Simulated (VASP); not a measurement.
# LiNbO3 (R3c) in VASP: relaxation of the atoms with PBE

Aim: the relaxation of the atoms of LiNbO3 with PBE.

All numbers are computed with VASP 6.6.1; they aren't measurements. Logs are shortened: lines on timing, memory, paths and dates and some standing lists are left out, and cuts for length are marked.

### 1 The cell of the first run

The structure is trigonal, space group R3c (No. 161). The conventional cell has a = 5.151 Å, b = 5.151 Å, c = 13.865 Å, α = 90.00°, β = 90.00°, γ = 120.00°. Within 2.7 Å of Li (site symmetry 3) lie 6 O at 2.07 to 2.24 Å. Nb (site symmetry 3) has 6 O at 1.88 to 2.12 Å within 2.5 Å. Within 2.5 Å of O (site symmetry 1) lie 2 Nb at 1.88 to 2.12 Å and 2 Li at 2.07 to 2.24 Å.

### 2 Relaxation of the atoms, PBE

File INCAR:

```
PREC = Accurate ; ENCUT = 520
EDIFF = 1E-6 ; ISMEAR = 0
SIGMA = 0.01 ; LREAL = F
LASPH = T ; NELM = 60
ALGO = Normal ; ISIF = 2
LWAVE = F ; LCHARG = F
GGA = PE ; IBRION = 2
NSW = 80 ; EDIFFG = -0.003
```

File KPOINTS:

```
regular mesh
0
Gamma
  5 5 5
```

File POSCAR:

```
LiNbO3
1.0
    2.5756485575      1.4870513880      4.6218000000
   -2.5756485575      1.4870513880      4.6218000000
    0.0000000000     -2.9741027760      4.6218000000
Li Nb O
2 2 6
Direct
    0.3021000000      0.3021000000      0.3021000000
    0.8021000000      0.8021000000      0.8021000000
    0.0192000000      0.0192000000      0.0192000000
    0.5192000000      0.5192000000      0.5192000000
    0.1311000000      0.3783000000      0.7405000000
    0.7405000000      0.1311000000      0.3783000000
    0.3783000000      0.7405000000      0.1311000000
    0.2405000000      0.8783000000      0.6311000000
    0.8783000000      0.6311000000      0.2405000000
    0.6311000000      0.2405000000      0.8783000000
```

Potentials or basis: VASP PAW PBE potentials, release 64 (Li_sv, Nb_sv, O).

Started as:

```sh
cat potpaw_PBE.64/Li_sv/POTCAR potpaw_PBE.64/Nb_sv/POTCAR potpaw_PBE.64/O/POTCAR > POTCAR
mpirun -np 1 vasp_std > vasp.out
```

OUTCAR:

```text
PREC = Accurate
   ENCUT = 520
   EDIFF = 1E-6
   ISMEAR = 0
   LREAL = F
   LASPH = T
   NELM = 60
   ISIF = 2
   GGA = PE
   IBRION = 2
   NSW = 80
   EDIFFG = -0.003

 ion  position               nearest neighbor table
   1  0.302  0.302  0.302-   8 2.07  10 2.07   9 2.07   5 2.24   7 2.24   6 2.24
   2  0.802  0.802  0.802-   7 2.07   6 2.07   5 2.07   9 2.24   8 2.24  10 2.24
   3  0.019  0.019  0.019-   5 1.88   6 1.88   7 1.88   9 2.12   8 2.12  10 2.12
   4  0.519  0.519  0.519-   9 1.88  10 1.88   8 1.88   5 2.12   7 2.12   6 2.12
   5  0.131  0.378  0.740-   3 1.88   2 2.07   4 2.12   1 2.24
   6  0.740  0.131  0.378-   3 1.88   2 2.07   4 2.12   1 2.24
   7  0.378  0.740  0.131-   3 1.88   2 2.07   4 2.12   1 2.24
   8  0.240  0.878  0.631-   4 1.88   1 2.07   3 2.12   2 2.24
   9  0.878  0.631  0.240-   4 1.88   1 2.07   3 2.12   2 2.24
  10  0.631  0.240  0.878-   4 1.88   1 2.07   3 2.12   2 2.24

  LATTYP: Found a trigonal (rhomboedric) cell.
 ALAT       =     5.4960278895
 COS(alpha) =     0.5607564954

  Lattice vectors:

 A1 = (   2.5756485575,   1.4870513880,   4.6218000000)
 A2 = (  -2.5756485575,   1.4870513880,   4.6218000000)
 A3 = (   0.0000000000,  -2.9741027760,   4.6218000000)

Analysis of symmetry for initial positions (statically):
=====================================================================
 Subroutine PRICEL returns:
 Original cell was already a primitive cell.

 Routine SETGRP: Setting up the symmetry group for a
 trigonal (rhombohedral) supercell.

 Subroutine GETGRP returns: Found  6 space group operations
 (whereof  3 operations were pure point group operations)
 out of a pool of 12 trial point group operations.

The static configuration has the point symmetry C_3 .
 The point group associated with its full space group is C_3v.

Analysis of symmetry for dynamics (positions and initial velocities):
=====================================================================
 Subroutine PRICEL returns:
 Original cell was already a primitive cell.

 Routine SETGRP: Setting up the symmetry group for a
 trigonal (rhombohedral) supercell.

 Subroutine GETGRP returns: Found  6 space group operations
 (whereof  3 operations were pure point group operations)
 out of a pool of 12 trial point group operations.

The dynamic configuration has the point symmetry C_3 .
 The point group associated with its full space group is C_3v.

 Subroutine INISYM returns: Found  6 space group operations
 (whereof  3 operations are pure point group operations),
 and found     1 'primitive' translations

----------------------------------------------------------------------------------------

                                     Primitive cell

  volume of cell :     106.2123

  direct lattice vectors                    reciprocal lattice vectors
     2.575648558  1.487051388  4.621800000     0.194125863  0.112078619  0.072121973
    -2.575648558  1.487051388  4.621800000    -0.194125863  0.112078619  0.072121973
     0.000000000 -2.974102776  4.621800000     0.000000000 -0.224157239  0.072121973

  length of vectors
     5.496027890  5.496027890  5.496027890     0.235474089  0.235474089  0.235474089

  position of ions in fractional coordinates (direct lattice)
     0.302100000  0.302100000  0.302100000
     0.802100000  0.802100000  0.802100000
     0.019200000  0.019200000  0.019200000
     0.519200000  0.519200000  0.519200000
     0.131100000  0.378300000  0.740500000
     0.740500000  0.131100000  0.378300000
     0.378300000  0.740500000  0.131100000
     0.240500000  0.878300000  0.631100000
     0.878300000  0.631100000  0.240500000
     0.631100000  0.240500000  0.878300000

  ion indices of the primitive-cell ions
   primitive index   ion index
                 1           1
                 2           2
                 3           3
                 4           4
                 5           5
                 6           6
                 7           7
                 8           8
                 9           9
                10          10

----------------------------------------------------------------------------------------

 KPOINTS: regular mesh

Automatic generation of k-mesh.
 Grid dimensions read from file:
 generate k-points for:    5    5    5

 Generating k-lattice:

  Cartesian coordinates                     Fractional coordinates (reciprocal lattice)
     0.038825173  0.022415724  0.014424395     0.200000000 -0.000000000  0.000000000
    -0.038825173  0.022415724  0.014424395    -0.000000000  0.200000000  0.000000000
     0.000000000 -0.044831448  0.014424395     0.000000000  0.000000000  0.200000000

  Length of vectors
     0.047094818  0.047094818  0.047094818

  Shift w.r.t. Gamma in fractional coordinates (k-lattice)
     0.000000000  0.000000000  0.000000000

 Subroutine IBZKPT returns following result:
 ===========================================

 Found     19 irreducible k-points:

 Following reciprocal coordinates:
            Coordinates               Weight
  0.000000  0.000000  0.000000      1.000000
  0.200000 -0.000000  0.000000      6.000000
  0.400000  0.000000  0.000000      6.000000
  0.200000  0.200000  0.000000      6.000000
  0.400000  0.200000  0.000000     12.000000
 -0.400000  0.200000 -0.000000     12.000000
[... 11 lines left out ...]
  0.400000  0.400000  0.400000      2.000000
 -0.400000  0.400000  0.400000      6.000000
   k-points           NKPTS =     19   k-points in BZ     NKDIM =     19   number of bands    NBANDS=     40
   number of dos      NEDOS =    301   number of ions     NIONS =     10
   total plane-waves  NPLWV =  74088
   dimension x,y,z NGX =    42 NGY =   42 NGZ =   42
   dimension x,y,z NGXF=    84 NGYF=   84 NGZF=   84
   ions per type =               2   2   6
   NGX,Y,Z   is equivalent  to a cutoff of  12.70, 12.70, 12.70 a.u.
   NGXF,Y,Z  is equivalent  to a cutoff of  25.41, 25.41, 25.41 a.u.
 SYSTEM =  unknown system
   PREC   = accura    normal or accurate (medium, high low for compatibility)
   ISTART =      0    job   : 0-new  1-cont  2-samecut
   ICHARG =      2    charge: 1-file 2-atom 10-const
   ISPIN  =      1    spin polarized calculation?
   LNONCOLLINEAR =      F non collinear calculations
   LSORBIT =      F    spin-orbit coupling
   LASPH  =      T    aspherical Exc in radial PAW
   ENCUT  =  520.0 eV  38.22 Ry    6.18 a.u.  10.22 10.22 10.22*2*pi/ulx,y,z
   NELM   =     60;   NELMIN=  2; NELMDL= -5     # of ELM steps
   EDIFF  = 0.1E-05   stopping-criterion for ELM
   LREAL  =      F    real-space projection
   EDIFFG = -.3E-02   stopping-criterion for IOM
   NSW    =     80    number of steps for IOM
   IBRION =      2    ionic relax: 0-MD 1-quasi-New 2-CG
   NFREE  =      1    steps in history (QN), initial steepest desc. (CG)
   ISIF   =      2    stress and relaxation
   ISYM   =      2    0-nonsym 1-usesym 2-fastsym
   POTIM  = 0.5000    time-step for ionic-motion
   TEBEG  =    0.0;   TEEND  =   0.0 temperature during run
   PSTRESS=    0.0 pullay stress
   NELECT =      68.0000    total number of electrons
   NUPDOWN=      -1.0000    fix difference up-down
   EMIN   =  10.00;   EMAX   =-10.00  energy-range for DOS
   EFERMI =   0.00;   METHOD = LEGACY
   ISMEAR =     0;   SIGMA  =   0.01  broadening in eV -4-tet -1-fermi 0-gaus
   EFERMI_NEDOS =   21; number of points for ismear=-14 and -15
   IALGO  =     38    algorithm
   IMIX   =      4    mixing-type and parameters
     AMIX     =   0.40;   BMIX     =  1.00
     AMIX_MAG =   1.60;   BMIX_MAG =  1.00
  volume/ion in A,a.u.               =      10.62        71.68
  Fermi-wavevector in a.u.,A,eV,Ry     =   1.410976  2.666357 27.087184  1.990852
  Thomas-Fermi vector in A             =   2.532874
   LORBIT       =      0    0 simple, 1 ext, 2 COOP (PROOUT), +10 PAW based schemes
   GGA     = PE    functional components
   LHFCALC =     F    Hartree Fock is set to
   AEXX    =    0.0000 exact exchange contribution
   IVDW    =     0    specifies the selected vdW correction
   LEPSILON=     F    determine dielectric tensor
   LRPA    =     F    only Hartree local field effects (RPA)
 conjugate gradient relaxation of ions
 non-spin polarized calculation
 Gauss-broadening in eV      SIGMA  =   0.01
  energy-cutoff  :      520.00
  volume of cell :      106.21
 maximum number of plane-waves:      2894
 NGX is ok and might be reduce to    42
   NGX = 21   NGY = 21   NGZ = 21

--------------------------------------- Ionic step        1  -------------------------------------------

 number of electron      68.0000016 magnetization

 Free energy of the ion-electron system (eV)
  ---------------------------------------------------
  ext. energy  EPLUGINS =         0.00000000
  ---------------------------------------------------
  free energy    TOTEN  =       -80.00636976 eV

  energy without entropy =      -80.00636976  energy(sigma->0) =      -80.00636976

------------------------ aborting loop because EDIFF is reached ----------------------------------------

  FORCE on cell =-STRESS in cart. coord.  units (eV):
  Direction    XX          YY          ZZ          XY          YZ          ZX
  --------------------------------------------------------------------------------------
  -------------------------------------------------------------------------------------
  Total        2.8021876      2.8021876      2.8198040      0.0000000     -0.0000000      0.0000000
  in kB       42.2700548     42.2700548     42.5357927      0.0000000     -0.0000000      0.0000000
  external PRESSURE =      42.3586341 kB  Pullay stress =       0.0000000 kB
[... 113 lines left out ...]
  FREE ENERGIE OF THE ION-ELECTRON SYSTEM (eV)
  ---------------------------------------------------
  free  energy   TOTEN  =       -80.0132908099 eV

  energy  without entropy=      -80.0132908099  energy(sigma->0) =      -80.01329081

[... ionic steps 4 to 9 ...]

--------------------------------------- Ionic step       10  -------------------------------------------

 number of electron      68.0000012 magnetization

------------------------ aborting loop because EDIFF is reached ----------------------------------------

  FORCE on cell =-STRESS in cart. coord.  units (eV):
  Direction    XX          YY          ZZ          XY          YZ          ZX
  --------------------------------------------------------------------------------------
  -------------------------------------------------------------------------------------
  Total        1.5526198      1.5526198      2.0516955      0.0000000     -0.0000000      0.0000000
  in kB       23.4207456     23.4207456     30.9491345      0.0000000     -0.0000000      0.0000000
  external PRESSURE =      25.9302085 kB  Pullay stress =       0.0000000 kB
[... 73 lines left out ...]
  energy  without entropy=      -80.0174675077  energy(sigma->0) =      -80.01746751

--------------------------------------- Ionic step       12  -------------------------------------------

 number of electron      68.0000012 magnetization

 Free energy of the ion-electron system (eV)
  ---------------------------------------------------
  ext. energy  EPLUGINS =         0.00000000
  ---------------------------------------------------
  free energy    TOTEN  =       -80.01747735 eV

  energy without entropy =      -80.01747735  energy(sigma->0) =      -80.01747735

 E-fermi :   3.6604     XC(G=0): -10.8095

 val. band max:        3.5431394085   @ k =   0.2000   0.2000   0.2000
 cond. band min:       7.0808145808   @ k =  -0.4000   0.4000   0.0000
 fundamental gap:      3.5376751724
 Fermi energy:         3.6603925883

 k-point     1 :       0.0000    0.0000    0.0000
  band No.  band energies     occupation
      1     -50.6560      2.00000
      2     -50.6408      2.00000
      3     -38.9865      2.00000
      4     -38.9840      2.00000
      5     -26.9445      2.00000
      6     -26.9445      2.00000
[... 843 lines left out ...]
  FREE ENERGIE OF THE ION-ELECTRON SYSTEM (eV)
  ---------------------------------------------------
  free  energy   TOTEN  =       -80.0174773460 eV

  energy  without entropy=      -80.0174773460  energy(sigma->0) =      -80.01747735

 reached required accuracy - stopping structural energy minimisation
```

Wall time 11 min (1 thread of Oxide Virtual Turin-like, shared host); peak memory 0.25 GiB.

Results:

```
Free energy               : -80.0175 eV
Energy gained by relaxing : 1.1 meV/atom
Ionic steps               : 12
Band gap on the k mesh    : 3.54 eV (least direct gap 3.59 eV)
```

The path:
| step | energy change (eV) | largest force (eV/Å) | pressure (GPa) |
| --- | --- | --- | --- |
| 1 | 0.0000 | 0.1999 | 4.24 |
| 2 | -0.0067 | 0.1000 | 3.09 |
| 3 | -0.0069 | 0.1218 | 2.89 |
| 4 | -0.0099 | 0.0580 | 2.75 |
| 5 | -0.0110 | 0.0125 | 2.62 |
| 6 | -0.0110 | 0.0118 | 2.61 |
| 7 | -0.0111 | 0.0072 | 2.62 |
| 8 | -0.0111 | 0.0078 | 2.64 |
| 9 | -0.0111 | 0.0061 | 2.60 |
| 10 | -0.0111 | 0.0075 | 2.59 |
| 11 | -0.0111 | 0.0048 | 2.60 |
| 12 | -0.0111 | 0.0010 | 2.62 |

Final structure:
```cif
data_structure
_symmetry_space_group_name_H-M 'P 1'
_symmetry_Int_Tables_number 1
_cell_length_a 5.4960
_cell_length_b 5.4960
_cell_length_c 5.4960
_cell_angle_alpha 55.892
_cell_angle_beta 55.892
_cell_angle_gamma 55.892
_cell_volume 106.21
loop_
_atom_site_label
_atom_site_type_symbol
_atom_site_fract_x
_atom_site_fract_y
_atom_site_fract_z
_atom_site_occupancy
Li1 Li 0.30142 0.30142 0.30142 1
Li2 Li 0.80142 0.80142 0.80142 1
Nb1 Nb 0.01988 0.01988 0.01988 1
Nb2 Nb 0.51988 0.51988 0.51988 1
O1 O 0.12739 0.38266 0.73985 1
O2 O 0.73985 0.12739 0.38266 1
O3 O 0.38265 0.73985 0.12739 1
O4 O 0.23985 0.88265 0.62739 1
O5 O 0.88265 0.62739 0.23985 1
O6 O 0.62739 0.23985 0.88265 1
```

Caveat: the cutoff is under 1.25 times the usual one of these potentials, so pressure, stress and relaxed cells hold a basis-set (Pulay) error; an odd mesh through Γ misses points on the zone boundary, where band edges can lie.
